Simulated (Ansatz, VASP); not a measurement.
## Two plane-wave programs on AlH6

```
CELL_PARAMETERS angstrom
5.94696 0.00000 0.00000
-2.97348 5.15022 0.00000
0.00000 0.00000 2.55862
ATOMIC_POSITIONS crystal
Al 0.00000 0.00000 0.50000
H 0.56494 0.00000 0.50000
H 0.00000 0.56494 0.50000
H 0.43506 0.43506 0.50000
H 0.43506 0.00000 0.50000
H 0.00000 0.43506 0.50000
H 0.56494 0.56494 0.50000
```

Alike in both runs: functional PBE; k mesh 6 × 6 × 14; occupations gaussian, width 0.1 eV; no spin polarisation.

Ansatz relaxed the structure, and its values are those at the end. VASP's run is a single point on that final structure, the one shown.

|  | VASP | Ansatz |
| --- | --- | --- |
| version | VASP 6.6.1 | Ansatz 0.2.0 |
| potentials or method | VASP PAW PBE potentials, release 64 (Al, H), cutoff 520 eV | scalar-relativistic, plane waves, PAW |
| valence electrons in the cell | 9 | 9 |

VASP gave:

* gap on the k mesh at the Fermi level (eV): none
* pressure (GPa): -0.2
* rms of the force components (eV/Å): 0.003

Problem. What did Ansatz give for the same quantities?

Solution. gap on the k mesh at the Fermi level (eV): none; pressure (GPa): 0.0; rms of the force components (eV/Å): 0.000.

A gap of «none» marks a metal or a gap that the smearing closes. The functional is the same, so the differences come from potentials, cutoffs and numerics.
